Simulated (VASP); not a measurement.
# Ta (Im-3m) in VASP: notebook

Ta is run at these levels: LDA, BLYP, PBEsol, HSE06; tasks: relaxation of cell and atoms, single point.

All numbers are computed with VASP 6.6.1; they aren't measurements. Logs are shortened: lines on timing, memory, paths and dates and some standing lists are left out, and cuts for length are marked.

## Step 1: The cell of the first run

Symmetry: Im-3m, No. 229, cubic system. Conventional cell: a = 3.303 Å, b = 3.303 Å, c = 3.303 Å, α = 90.00°, β = 90.00°, γ = 90.00°. Ta (site symmetry m-3m) has 14 Ta at 2.86 to 3.30 Å within 3.8 Å.

## Step 2: Relaxation of cell and atoms, LDA

INCAR

```
PREC     = Accurate       # precision mode
ENCUT    = 500            # plane-wave cutoff, eV
EDIFF    = 1E-7           # SCF threshold, eV
ISMEAR   = -1             # smearing method
SIGMA    = 0.05           # smearing width, eV
LREAL    = False          # projectors in reciprocal space
LASPH    = True           # aspherical terms in the spheres
NELM     = 120            # most SCF steps
ALGO     = Normal         # electronic algorithm
ISIF     = 3              # what is computed and relaxed
LWAVE    = False          # write WAVECAR
LCHARG   = False          # write CHGCAR
GGA      = CA             # functional
IBRION   = 2              # ionic algorithm
NSW      = 60             # ionic steps
EDIFFG   = -0.01          # ionic threshold
GGA_COMPAT= False        
NELMIN   = 4
```

KPOINTS

```
Automatic mesh
0
Gamma
  11 11 11
```

POSCAR

```
Ta
1.0
   -1.6512800000      1.6512800000      1.6512800000
    1.6512800000     -1.6512800000      1.6512800000
    1.6512800000      1.6512800000     -1.6512800000
Ta
1
Direct
    0.0000000000      0.0000000000      0.0000000000
```

Potentials or basis: VASP PAW LDA potentials, release 64 (Ta_sv_GW).

Started as:

```console
$ cat potpaw_LDA.64/Ta_sv_GW/POTCAR > POTCAR
$ mpirun -np 1 vasp_std > vasp.out
```

OUTCAR:

```text
PREC = Accurate
   ENCUT = 500
   EDIFF = 1E-7
   ISMEAR = -1
   LREAL = False
   LASPH = True
   NELM = 120
   ISIF = 3
   GGA = CA
   IBRION = 2
   NSW = 60
   EDIFFG = -0.01
   NELMIN = 4

 ion  position               nearest neighbor table
   1  0.000  0.000  0.000-

  LATTYP: Found a body centered cubic cell.
 ALAT       =     3.3025600000

  Lattice vectors:

 A1 = (  -1.6512800000,   1.6512800000,   1.6512800000)
 A2 = (   1.6512800000,  -1.6512800000,   1.6512800000)
 A3 = (   1.6512800000,   1.6512800000,  -1.6512800000)

Analysis of symmetry for initial positions (statically):
=====================================================================
 Subroutine PRICEL returns:
 Original cell was already a primitive cell.

 Routine SETGRP: Setting up the symmetry group for a
 body centered cubic supercell.

 Subroutine GETGRP returns: Found 48 space group operations
 (whereof 48 operations were pure point group operations)
 out of a pool of 48 trial point group operations.

The static configuration has the point symmetry O_h .

Analysis of symmetry for dynamics (positions and initial velocities):
=====================================================================
 Subroutine PRICEL returns:
 Original cell was already a primitive cell.

 Routine SETGRP: Setting up the symmetry group for a
 body centered cubic supercell.

 Subroutine GETGRP returns: Found 48 space group operations
 (whereof 48 operations were pure point group operations)
 out of a pool of 48 trial point group operations.

The dynamic configuration has the point symmetry O_h .

 Subroutine INISYM returns: Found 48 space group operations
 (whereof 48 operations are pure point group operations),
 and found     1 'primitive' translations

----------------------------------------------------------------------------------------

                                     Primitive cell

  volume of cell :      18.0104

  direct lattice vectors                    reciprocal lattice vectors
    -1.651280000  1.651280000  1.651280000     0.000000000  0.302795407  0.302795407
     1.651280000 -1.651280000  1.651280000     0.302795407  0.000000000  0.302795407
     1.651280000  1.651280000 -1.651280000     0.302795407  0.302795407  0.000000000

  length of vectors
     2.860100858  2.860100858  2.860100858     0.428217371  0.428217371  0.428217371

  position of ions in fractional coordinates (direct lattice)
     0.000000000  0.000000000  0.000000000

  ion indices of the primitive-cell ions
   primitive index   ion index
                 1           1

----------------------------------------------------------------------------------------

 KPOINTS: Automatic mesh

Automatic generation of k-mesh.
 Grid dimensions read from file:
 generate k-points for:   11   11   11

 Generating k-lattice:

  Cartesian coordinates                     Fractional coordinates (reciprocal lattice)
     0.000000000  0.027526855  0.027526855     0.090909091  0.000000000  0.000000000
     0.027526855  0.000000000  0.027526855     0.000000000  0.090909091  0.000000000
     0.027526855  0.027526855  0.000000000     0.000000000  0.000000000  0.090909091

  Length of vectors
     0.038928852  0.038928852  0.038928852

  Shift w.r.t. Gamma in fractional coordinates (k-lattice)
     0.000000000  0.000000000  0.000000000

 Subroutine IBZKPT returns following result:
 ===========================================

 Found     56 irreducible k-points:

 Following reciprocal coordinates:
            Coordinates               Weight
  0.000000  0.000000  0.000000      1.000000
  0.090909  0.000000  0.000000     12.000000
  0.181818  0.000000  0.000000     12.000000
  0.272727  0.000000  0.000000     12.000000
  0.363636  0.000000  0.000000     12.000000
  0.454545  0.000000  0.000000     12.000000
[... 16 lines left out ...]
  0.272727  0.181818  0.090909     48.000000
  0.363636  0.181818  0.090909     24.000000
 [... further k-points ...]
   k-points           NKPTS =     56   k-points in BZ     NKDIM =     56   number of bands    NBANDS=     10
   number of dos      NEDOS =    301   number of ions     NIONS =      1
   total plane-waves  NPLWV =  13824
   dimension x,y,z NGX =    24 NGY =   24 NGZ =   24
   dimension x,y,z NGXF=    48 NGYF=   48 NGZF=   48
   ions per type =               1
   NGX,Y,Z   is equivalent  to a cutoff of  13.95, 13.95, 13.95 a.u.
   NGXF,Y,Z  is equivalent  to a cutoff of  27.90, 27.90, 27.90 a.u.
 SYSTEM =  unknown system
   PREC   = accura    normal or accurate (medium, high low for compatibility)
   ISTART =      0    job   : 0-new  1-cont  2-samecut
   ICHARG =      2    charge: 1-file 2-atom 10-const
   ISPIN  =      1    spin polarized calculation?
   LNONCOLLINEAR =      F non collinear calculations
   LSORBIT =      F    spin-orbit coupling
   LASPH  =      T    aspherical Exc in radial PAW
   ENCUT  =  500.0 eV  36.75 Ry    6.06 a.u.   5.21  5.21  5.21*2*pi/ulx,y,z
   NELM   =    120;   NELMIN=  4; NELMDL= -5     # of ELM steps
   EDIFF  = 0.1E-06   stopping-criterion for ELM
   LREAL  =      F    real-space projection
   EDIFFG = -.1E-01   stopping-criterion for IOM
   NSW    =     60    number of steps for IOM
   IBRION =      2    ionic relax: 0-MD 1-quasi-New 2-CG
   NFREE  =      1    steps in history (QN), initial steepest desc. (CG)
   ISIF   =      3    stress and relaxation
   ISYM   =      2    0-nonsym 1-usesym 2-fastsym
   POTIM  = 0.5000    time-step for ionic-motion
   TEBEG  =    0.0;   TEEND  =   0.0 temperature during run
   PSTRESS=    0.0 pullay stress
   NELECT =      13.0000    total number of electrons
   NUPDOWN=      -1.0000    fix difference up-down
   EMIN   =  10.00;   EMAX   =-10.00  energy-range for DOS
   EFERMI =   0.00;   METHOD = LEGACY
   ISMEAR =    -1;   SIGMA  =   0.05  broadening in eV -4-tet -1-fermi 0-gaus
   EFERMI_NEDOS =   21; number of points for ismear=-14 and -15
   IALGO  =     38    algorithm
   IMIX   =      4    mixing-type and parameters
     AMIX     =   0.40;   BMIX     =  1.00
     AMIX_MAG =   1.60;   BMIX_MAG =  1.00
  volume/ion in A,a.u.               =      18.01       121.54
  Fermi-wavevector in a.u.,A,eV,Ry     =   1.468527  2.775113 29.341932  2.156571
  Thomas-Fermi vector in A             =   2.584014
   LORBIT       =      0    0 simple, 1 ext, 2 COOP (PROOUT), +10 PAW based schemes
   GGA     = CA    functional components
   LHFCALC =     F    Hartree Fock is set to
   AEXX    =    0.0000 exact exchange contribution
   IVDW    =     0    specifies the selected vdW correction
   LEPSILON=     F    determine dielectric tensor
   LRPA    =     F    only Hartree local field effects (RPA)
 conjugate gradient relaxation of ions
 non-spin polarized calculation
  energy-cutoff  :      500.00
  volume of cell :       18.01
 maximum number of plane-waves:       470
 NGX is ok and might be reduce to    24
   NGX = 11   NGY = 11   NGZ = 11

--------------------------------------- Ionic step        1  -------------------------------------------

 number of electron      12.9999998 magnetization

 Free energy of the ion-electron system (eV)
  ---------------------------------------------------
  ext. energy  EPLUGINS =         0.00000000
  ---------------------------------------------------
  free energy    TOTEN  =       -15.30477055 eV

  energy without entropy =      -15.29738623  energy(sigma->0) =      -15.30107839

------------------------ aborting loop because EDIFF is reached ----------------------------------------

  FORCE on cell =-STRESS in cart. coord.  units (eV):
  Direction    XX          YY          ZZ          XY          YZ          ZX
  --------------------------------------------------------------------------------------
  -------------------------------------------------------------------------------------
  Total       -1.1140338     -1.1140338     -1.1140338     -0.0000000     -0.0000000     -0.0000000
  in kB      -99.1029964    -99.1029964    -99.1029964     -0.0000000     -0.0000000     -0.0000000
  external PRESSURE =     -99.1029964 kB  Pullay stress =       0.0000000 kB

 VOLUME and BASIS-vectors are now :
 -----------------------------------------------------------------------------
  energy-cutoff  :      500.00
  volume of cell :       18.01
      direct lattice vectors                 reciprocal lattice vectors
    -1.651280000  1.651280000  1.651280000     0.000000000  0.302795407  0.302795407
     1.651280000 -1.651280000  1.651280000     0.302795407  0.000000000  0.302795407
     1.651280000  1.651280000 -1.651280000     0.302795407  0.302795407  0.000000000
[... 71 lines left out ...]
 POSITION                                       TOTAL-FORCE (eV/Angst)
 -----------------------------------------------------------------------------------
     -0.00000      0.00000      0.00000         0.000000     -0.000000      0.000000
 -----------------------------------------------------------------------------------
    total drift:                                0.000000      0.000000      0.000000

  FREE ENERGIE OF THE ION-ELECTRON SYSTEM (eV)
  ---------------------------------------------------
  free  energy   TOTEN  =       -15.3311670239 eV

  energy  without entropy=      -15.3240206087  energy(sigma->0) =      -15.32759382

--------------------------------------- Ionic step        4  -------------------------------------------

 number of electron      13.0000001 magnetization

 Free energy of the ion-electron system (eV)
  ---------------------------------------------------
  ext. energy  EPLUGINS =         0.00000000
  ---------------------------------------------------
  free energy    TOTEN  =       -15.33122909 eV

  energy without entropy =      -15.32406083  energy(sigma->0) =      -15.32764496

 E-fermi :  10.8212     XC(G=0): -13.5265

 val. band max:       10.7983262840   @ k =  -0.4545  -0.4545   0.0909
 cond. band min:      10.8753100582   @ k =  -0.1818   0.2727   0.0909
 fundamental gap:      0.0769837741
 Fermi energy:        10.8211626627

 k-point     1 :       0.0000    0.0000    0.0000
  band No.  band energies     occupation
      1     -55.8643      2.00000
      2     -21.9097      2.00000
      3     -21.9097      2.00000
      4     -21.9097      2.00000
      5       2.8214      2.00000
      6      11.4852      0.00000
      7      11.4852      0.00000
      8      11.4852      0.00000
      9      14.9089      0.00000
     10      14.9089      0.00000

 k-point     2 :       0.0909    0.0000    0.0000
  band No.  band energies     occupation
      1     -55.8527      2.00000
      2     -22.0295      2.00000
      3     -21.9461      2.00000
      4     -21.9102      2.00000
      5       3.2092      2.00000
      6      11.2385      0.00047
      7      11.4054      0.00002
      8      11.8699      0.00000
      9      14.5375      0.00000
     10      14.9113      0.00000
[... 274 lines left out ...]
 k-point    24 :       0.3636    0.1818    0.0909
  band No.  band energies     occupation
      1     -55.7114      2.00000
      2     -23.0560      2.00000
      3     -22.5422      2.00000
      4     -22.1402      2.00000
      5       7.8844      2.00000
      6       9.1305      2.00000
      7      11.0289      0.03090
      8      15.3898      0.00000
      9      15.9965      0.00000
     10      20.4202      0.00000

 [... further k-points ...]
[... 5 lines left out ...]
  --------------------------------------------------------------------------------------
  -------------------------------------------------------------------------------------
  Total       -0.0066289     -0.0066289     -0.0066289     -0.0000000      0.0000000     -0.0000000
  in kB       -0.6177096     -0.6177096     -0.6177096     -0.0000000      0.0000000     -0.0000000
  external PRESSURE =      -0.6177096 kB  Pullay stress =       0.0000000 kB

 VOLUME and BASIS-vectors are now :
 -----------------------------------------------------------------------------
  energy-cutoff  :      500.00
  volume of cell :       17.19
      direct lattice vectors                 reciprocal lattice vectors
    -1.625934579  1.625934579  1.625934579     0.000000000  0.307515448  0.307515448
     1.625934579 -1.625934579  1.625934579     0.307515448  0.000000000  0.307515448
     1.625934579  1.625934579 -1.625934579     0.307515448  0.307515448  0.000000000

 POSITION                                       TOTAL-FORCE (eV/Angst)
 -----------------------------------------------------------------------------------
     -0.00000      0.00000      0.00000        -0.000000     -0.000000     -0.000000
 -----------------------------------------------------------------------------------
    total drift:                               -0.000000      0.000000      0.000000

  FREE ENERGIE OF THE ION-ELECTRON SYSTEM (eV)
  ---------------------------------------------------
  free  energy   TOTEN  =       -15.3312290908 eV

  energy  without entropy=      -15.3240608301  energy(sigma->0) =      -15.32764496

 reached required accuracy - stopping structural energy minimisation
```

It used 99 s of CPU time on 1 thread of AMD EPYC 7R13 Processor (Zen 3), on a shared host.

Results:

```
Free energy                            : -15.3312 eV
Relaxed volume                         : 17.19 Å³/atom
Relaxed cell                           : a = 2.816 Å, b = 2.816 Å, c = 2.816 Å, α = 109.47°, β = 109.47°, γ = 109.47°
Space group after relaxing (to 0.05 Å) : Im-3m (No. 229)
Energy gained by relaxing              : 26.5 meV/atom
Ionic steps                            : 4
Pressure after relaxing                : -0.1 GPa
```

The path:
```tsv
step	energy change (eV)	largest force (eV/Å)	pressure (GPa)	volume (Å³)
1	0.0000	0.0000	-9.91	18.01
2	0.1646	0.0000	34.88	15.26
3	-0.0264	0.0000	-0.52	17.23
4	-0.0265	0.0000	-0.06	17.19
```

Final structure:
```
CELL_PARAMETERS angstrom
-1.62593 1.62593 1.62593
1.62593 -1.62593 1.62593
1.62593 1.62593 -1.62593
ATOMIC_POSITIONS crystal
Ta 0.00000 0.00000 0.00000
```

Caveat: spin-orbit coupling is left out, which moves the levels of the heavy elements. LDA usually gives volumes a few per cent too small.

(Part 1 of 2 ends here.)
